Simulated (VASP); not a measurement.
B:

```
B
1.0
     1.71703    0.00000    0.00000
    -0.85852    1.48699    0.00000
     0.00000    0.00000   21.31205
B
4
Direct
  0.00000 0.00000 0.00000
  0.00000 0.00000 0.50000
  0.33333 0.66667 0.25000
  0.66667 0.33333 0.75000
```

Base run:

```yaml
Program: VASP 6.6.1
Functional: BLYP
Potentials_or_basis: VASP PAW PBE potentials, release 64 (B)
Cutoff: 520 eV
k_mesh: 17 × 17 × 5
Occupations: fermi-dirac, width 0.1 eV
Spin: no spin polarisation
```

Its results: band gap on the k mesh zero (band 6 reaches 5.95 eV, above the bottom of band 7 at -4.67 eV); pressure -0.1 GPa.

Q: The run is repeated on the same cell with these changes: k mesh from 17 × 17 × 5 to 23 × 23 × 2; further incar settings from ALGO = Normal; EDIFF = 1e-07; NBANDS = 14 to ALGO = Normal; EDIFF = 1e-06; NBANDS = 14. What comes out?

A: Band gap on the k mesh zero (band 6 reaches 6.15 eV, above the bottom of band 7 at -4.75 eV); pressure -1.1 GPa.

Caveats: the PAW data sets were made with another functional, which shifts forces and pressure a little; this functional lacks dispersion, which binds the layers, so the pressure and a relaxed spacing across them are unreliable.
